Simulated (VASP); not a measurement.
# Rh (Fm-3m) in VASP: relaxation of cell and atoms with PBE

Aim: the relaxation of cell and atoms of Rh with PBE.

Everything below comes from runs of VASP 6.6.1. Logs are shortened: lines on timing, memory, paths and dates and some standing lists are left out, and cuts for length are marked.

**1. The cell of the first run**

Symmetry: Fm-3m, No. 225, cubic system. The conventional cell has a = 3.803 Å, b = 3.803 Å, c = 3.803 Å, α = 90.00°, β = 90.00°, γ = 90.00°. Rh (site symmetry m-3m) has 12 Rh at 2.69 Å within 3.5 Å.

**2. Relaxation of cell and atoms, PBE**

Contents of INCAR:

```
PREC     = Accurate       # precision mode
ENCUT    = 600            # plane-wave cutoff, eV
EDIFF    = 1E-6           # SCF threshold, eV
ISMEAR   = 0              # smearing method
SIGMA    = 0.1            # smearing width, eV
LREAL    = False          # projectors in reciprocal space
LASPH    = True           # aspherical terms in the spheres
NELM     = 100            # most SCF steps
ALGO     = Normal         # electronic algorithm
ISIF     = 3              # what is computed and relaxed
LWAVE    = False          # write WAVECAR
LCHARG   = False          # write CHGCAR
GGA      = PE             # functional
IBRION   = 2              # ionic algorithm
NSW      = 100            # ionic steps
EDIFFG   = -0.005         # ionic threshold
```

Contents of KPOINTS:

```
Automatic mesh
0
Gamma
  18 18 18
```

Contents of POSCAR:

```
Rh
1.0
    0.0000000000      1.9015500000      1.9015500000
    1.9015500000      0.0000000000      1.9015500000
    1.9015500000      1.9015500000      0.0000000000
Rh
1
Direct
    0.0000000000      0.0000000000      0.0000000000
```

Potentials or basis: VASP PAW PBE potentials, release 64 (Rh_pv).

Launch:

```sh
cat potpaw_PBE.64/Rh_pv/POTCAR > POTCAR
mpirun -np 1 vasp_std > vasp.out
```

OUTCAR:

```text
PREC = Accurate
   ENCUT = 600
   EDIFF = 1E-6
   ISMEAR = 0
   LREAL = False
   LASPH = True
   NELM = 100
   ISIF = 3
   GGA = PE
   IBRION = 2
   NSW = 100
   EDIFFG = -0.005

 ion  position               nearest neighbor table
   1  0.000  0.000  0.000-

  LATTYP: Found a face centered cubic cell.
 ALAT       =     3.8031000000

  Lattice vectors:

 A1 = (   0.0000000000,   1.9015500000,   1.9015500000)
 A2 = (   1.9015500000,   0.0000000000,   1.9015500000)
 A3 = (   1.9015500000,   1.9015500000,   0.0000000000)

Analysis of symmetry for initial positions (statically):
=====================================================================
 Subroutine PRICEL returns:
 Original cell was already a primitive cell.

 Routine SETGRP: Setting up the symmetry group for a
 face centered cubic supercell.

 Subroutine GETGRP returns: Found 48 space group operations
 (whereof 48 operations were pure point group operations)
 out of a pool of 48 trial point group operations.

The static configuration has the point symmetry O_h .

Analysis of symmetry for dynamics (positions and initial velocities):
=====================================================================
 Subroutine PRICEL returns:
 Original cell was already a primitive cell.

 Routine SETGRP: Setting up the symmetry group for a
 face centered cubic supercell.

 Subroutine GETGRP returns: Found 48 space group operations
 (whereof 48 operations were pure point group operations)
 out of a pool of 48 trial point group operations.

The dynamic configuration has the point symmetry O_h .

 Subroutine INISYM returns: Found 48 space group operations
 (whereof 48 operations are pure point group operations),
 and found     1 'primitive' translations

----------------------------------------------------------------------------------------

                                     Primitive cell

  volume of cell :      13.7516

  direct lattice vectors                    reciprocal lattice vectors
     0.000000000  1.901550000  1.901550000    -0.262943388  0.262943388  0.262943388
     1.901550000  0.000000000  1.901550000     0.262943388 -0.262943388  0.262943388
     1.901550000  1.901550000  0.000000000     0.262943388  0.262943388 -0.262943388

  length of vectors
     2.689197800  2.689197800  2.689197800     0.455431308  0.455431308  0.455431308

  position of ions in fractional coordinates (direct lattice)
     0.000000000  0.000000000  0.000000000

  ion indices of the primitive-cell ions
   primitive index   ion index
                 1           1

----------------------------------------------------------------------------------------

 KPOINTS: Automatic mesh

Automatic generation of k-mesh.
 Grid dimensions read from file:
 generate k-points for:   18   18   18

 Generating k-lattice:

  Cartesian coordinates                     Fractional coordinates (reciprocal lattice)
    -0.014607966  0.014607966  0.014607966     0.055555556  0.000000000  0.000000000
     0.014607966 -0.014607966  0.014607966     0.000000000  0.055555556  0.000000000
     0.014607966  0.014607966 -0.014607966     0.000000000  0.000000000  0.055555556

  Length of vectors
     0.025301739  0.025301739  0.025301739

  Shift w.r.t. Gamma in fractional coordinates (k-lattice)
     0.000000000  0.000000000  0.000000000

 Subroutine IBZKPT returns following result:
 ===========================================

 Found    195 irreducible k-points:

 Following reciprocal coordinates:
            Coordinates               Weight
  0.000000  0.000000  0.000000      1.000000
  0.055556  0.000000  0.000000      8.000000
  0.111111  0.000000  0.000000      8.000000
  0.166667  0.000000  0.000000      8.000000
  0.222222  0.000000  0.000000      8.000000
  0.277778  0.000000  0.000000      8.000000
[... 16 lines left out ...]
 -0.277778  0.055556  0.000000     24.000000
 -0.222222  0.055556  0.000000     24.000000
 [... further k-points ...]
   k-points           NKPTS =    195   k-points in BZ     NKDIM =    195   number of bands    NBANDS=     11
   number of dos      NEDOS =    301   number of ions     NIONS =      1
   total plane-waves  NPLWV =  13824
   dimension x,y,z NGX =    24 NGY =   24 NGZ =   24
   dimension x,y,z NGXF=    48 NGYF=   48 NGZF=   48
   ions per type =               1
   NGX,Y,Z   is equivalent  to a cutoff of  14.84, 14.84, 14.84 a.u.
   NGXF,Y,Z  is equivalent  to a cutoff of  29.67, 29.67, 29.67 a.u.
 SYSTEM =  unknown system
   PREC   = accura    normal or accurate (medium, high low for compatibility)
   ISTART =      0    job   : 0-new  1-cont  2-samecut
   ICHARG =      2    charge: 1-file 2-atom 10-const
   ISPIN  =      1    spin polarized calculation?
   LNONCOLLINEAR =      F non collinear calculations
   LSORBIT =      F    spin-orbit coupling
   LASPH  =      T    aspherical Exc in radial PAW
   ENCUT  =  600.0 eV  44.10 Ry    6.64 a.u.   5.37  5.37  5.37*2*pi/ulx,y,z
   NELM   =    100;   NELMIN=  2; NELMDL= -5     # of ELM steps
   EDIFF  = 0.1E-05   stopping-criterion for ELM
   LREAL  =      F    real-space projection
   EDIFFG = -.5E-02   stopping-criterion for IOM
   NSW    =    100    number of steps for IOM
   IBRION =      2    ionic relax: 0-MD 1-quasi-New 2-CG
   NFREE  =      1    steps in history (QN), initial steepest desc. (CG)
   ISIF   =      3    stress and relaxation
   ISYM   =      2    0-nonsym 1-usesym 2-fastsym
   POTIM  = 0.5000    time-step for ionic-motion
   TEBEG  =    0.0;   TEEND  =   0.0 temperature during run
   PSTRESS=    0.0 pullay stress
   NELECT =      15.0000    total number of electrons
   NUPDOWN=      -1.0000    fix difference up-down
   EMIN   =  10.00;   EMAX   =-10.00  energy-range for DOS
   EFERMI =   0.00;   METHOD = LEGACY
   ISMEAR =     0;   SIGMA  =   0.10  broadening in eV -4-tet -1-fermi 0-gaus
   EFERMI_NEDOS =   21; number of points for ismear=-14 and -15
   IALGO  =     38    algorithm
   IMIX   =      4    mixing-type and parameters
     AMIX     =   0.40;   BMIX     =  1.00
     AMIX_MAG =   1.60;   BMIX_MAG =  1.00
  volume/ion in A,a.u.               =      13.75        92.80
  Fermi-wavevector in a.u.,A,eV,Ry     =   1.685211  3.184586 38.639656  2.839935
  Thomas-Fermi vector in A             =   2.768095
   LORBIT       =      0    0 simple, 1 ext, 2 COOP (PROOUT), +10 PAW based schemes
   GGA     = PE    functional components
   LHFCALC =     F    Hartree Fock is set to
   AEXX    =    0.0000 exact exchange contribution
   IVDW    =     0    specifies the selected vdW correction
   LEPSILON=     F    determine dielectric tensor
   LRPA    =     F    only Hartree local field effects (RPA)
 conjugate gradient relaxation of ions
 non-spin polarized calculation
 Gauss-broadening in eV      SIGMA  =   0.10
  energy-cutoff  :      600.00
  volume of cell :       13.75
 maximum number of plane-waves:       473
 NGX is ok and might be reduce to    24
   NGX = 11   NGY = 11   NGZ = 11

--------------------------------------- Ionic step        1  -------------------------------------------

 number of electron      15.0000002 magnetization

 Free energy of the ion-electron system (eV)
  ---------------------------------------------------
  ext. energy  EPLUGINS =         0.00000000
  ---------------------------------------------------
  free energy    TOTEN  =        -7.25648526 eV

  energy without entropy =       -7.24958531  energy(sigma->0) =       -7.25303529

------------------------ aborting loop because EDIFF is reached ----------------------------------------

  FORCE on cell =-STRESS in cart. coord.  units (eV):
  Direction    XX          YY          ZZ          XY          YZ          ZX
  --------------------------------------------------------------------------------------
  -------------------------------------------------------------------------------------
  Total        0.4839300      0.4839300      0.4839300      0.0000000     -0.0000000      0.0000000
  in kB       56.3819190     56.3819190     56.3819190      0.0000000     -0.0000000      0.0000000
  external PRESSURE =      56.3819190 kB  Pullay stress =       0.0000000 kB

 VOLUME and BASIS-vectors are now :
 -----------------------------------------------------------------------------
  energy-cutoff  :      600.00
  volume of cell :       13.75
      direct lattice vectors                 reciprocal lattice vectors
     0.000000000  1.901550000  1.901550000    -0.262943388  0.262943388  0.262943388
     1.901550000  0.000000000  1.901550000     0.262943388 -0.262943388  0.262943388
     1.901550000  1.901550000  0.000000000     0.262943388  0.262943388 -0.262943388
[... 36 lines left out ...]
 POSITION                                       TOTAL-FORCE (eV/Angst)
 -----------------------------------------------------------------------------------
      1.94594      1.94594      0.00000         0.000000     -0.000000     -0.000000
 -----------------------------------------------------------------------------------
    total drift:                                0.000000      0.000000      0.000000

  FREE ENERGIE OF THE ION-ELECTRON SYSTEM (eV)
  ---------------------------------------------------
  free  energy   TOTEN  =        -7.2361148585 eV

  energy  without entropy=       -7.2283145165  energy(sigma->0) =       -7.23221469

--------------------------------------- Ionic step        3  -------------------------------------------

 number of electron      15.0000000 magnetization

 Free energy of the ion-electron system (eV)
  ---------------------------------------------------
  ext. energy  EPLUGINS =         0.00000000
  ---------------------------------------------------
  free energy    TOTEN  =        -7.26141754 eV

  energy without entropy =       -7.25425383  energy(sigma->0) =       -7.25783568

 E-fermi :  11.5190     XC(G=0): -13.8954

 val. band max:       11.5187871977   @ k =   0.5000   0.3889   0.0556
 cond. band min:      11.5269305858   @ k =  -0.4444   0.3333   0.1667
 fundamental gap:      0.0081433881
 Fermi energy:        11.5189856336

 k-point     1 :       0.0000    0.0000    0.0000
  band No.  band energies     occupation
      1     -34.8322      2.00000
      2     -34.8322      2.00000
      3     -34.8322      2.00000
      4       3.7148      2.00000
      5       8.5360      2.00000
      6       8.5360      2.00000
      7       8.5360      2.00000
      8      10.5515      2.00000
      9      10.5515      2.00000
     10      27.5269      0.00000
     11      32.1005      0.00000

 k-point     2 :       0.0556    0.0000    0.0000
  band No.  band energies     occupation
      1     -34.8534      2.00000
      2     -34.8350      2.00000
      3     -34.8350      2.00000
      4       3.8370      2.00000
      5       8.4825      2.00000
      6       8.5834      2.00000
      7       8.5834      2.00000
      8      10.5252      2.00000
      9      10.5252      2.00000
     10      27.7004      0.00000
     11      32.1212      0.00000
[... 295 lines left out ...]
 k-point    24 :      -0.2222    0.0556    0.0000
  band No.  band energies     occupation
      1     -35.1600      2.00000
      2     -34.8993      2.00000
      3     -34.8698      2.00000
      4       5.5239      2.00000
      5       8.2028      2.00000
      6       8.9155      2.00000
      7       8.9665      2.00000
      8      10.3697      2.00000
      9      11.0269      2.00000
     10      26.8259      0.00000
     11      29.1371      0.00000

 [... further k-points ...]

------------------------ aborting loop because EDIFF is reached ----------------------------------------

  FORCE on cell =-STRESS in cart. coord.  units (eV):
  Direction    XX          YY          ZZ          XY          YZ          ZX
  --------------------------------------------------------------------------------------
  -------------------------------------------------------------------------------------
  Total       -0.0040727     -0.0040727     -0.0040727      0.0000000      0.0000000      0.0000000
  in kB       -0.4646147     -0.4646147     -0.4646147      0.0000000      0.0000000      0.0000000
  external PRESSURE =      -0.4646147 kB  Pullay stress =       0.0000000 kB

 VOLUME and BASIS-vectors are now :
 -----------------------------------------------------------------------------
  energy-cutoff  :      600.00
  volume of cell :       14.04
      direct lattice vectors                 reciprocal lattice vectors
     0.000000000  1.914949782  1.914949782    -0.261103453  0.261103453  0.261103453
     1.914949782 -0.000000000  1.914949782     0.261103453 -0.261103453  0.261103453
     1.914949782  1.914949782  0.000000000     0.261103453  0.261103453 -0.261103453

 POSITION                                       TOTAL-FORCE (eV/Angst)
 -----------------------------------------------------------------------------------
      0.00000      0.00000      0.00000         0.000000      0.000000     -0.000000
 -----------------------------------------------------------------------------------
    total drift:                                0.000000      0.000000     -0.000000

  FREE ENERGIE OF THE ION-ELECTRON SYSTEM (eV)
  ---------------------------------------------------
  free  energy   TOTEN  =        -7.2614175408 eV

  energy  without entropy=       -7.2542538265  energy(sigma->0) =       -7.25783568

 reached required accuracy - stopping structural energy minimisation
```

Run time: 88 s. Hardware: 1 thread of Intel Xeon Platinum 8375C at 2.90GHz (Ice Lake), shared host; peak memory 0.17 GiB.

Results:

```yaml
Free_energy: -7.2614 eV
Relaxed_volume: 14.04 Å³/atom
Relaxed_cell: a = 2.708 Å, b = 2.708 Å, c = 2.708 Å, α = 60.00°, β = 60.00°, γ = 60.00°
Space_group_after_relaxing_to_0.1_Å: Fm-3m (No. 225)
Energy_gained_by_relaxing: 4.9 meV/atom
Ionic_steps: 3
Pressure_after_relaxing: 0.0 GPa
Band_gap_on_the_k_mesh: zero (an odd number of electrons rules out a gap without spin polarisation)
```

The path:
```tsv
step	energy change (eV)	largest force (eV/Å)	pressure (GPa)	volume (Å³)
1	0.0000	0.0000	5.64	13.75
2	0.0204	0.0000	-11.05	14.74
3	-0.0049	0.0000	-0.05	14.04
```

Final structure:
```yaml
crystal:
  lattice:
    - [0.00000, 1.91495, 1.91495]
    - [1.91495, 0.00000, 1.91495]
    - [1.91495, 1.91495, 0.00000]
  atoms:
    - { symbol: Rh, position: [0.00000, 0.00000, 0.00000] }
```

PBE usually gives volumes a little too large and moduli too small. Zero-point motion and thermal expansion aren't in these numbers.
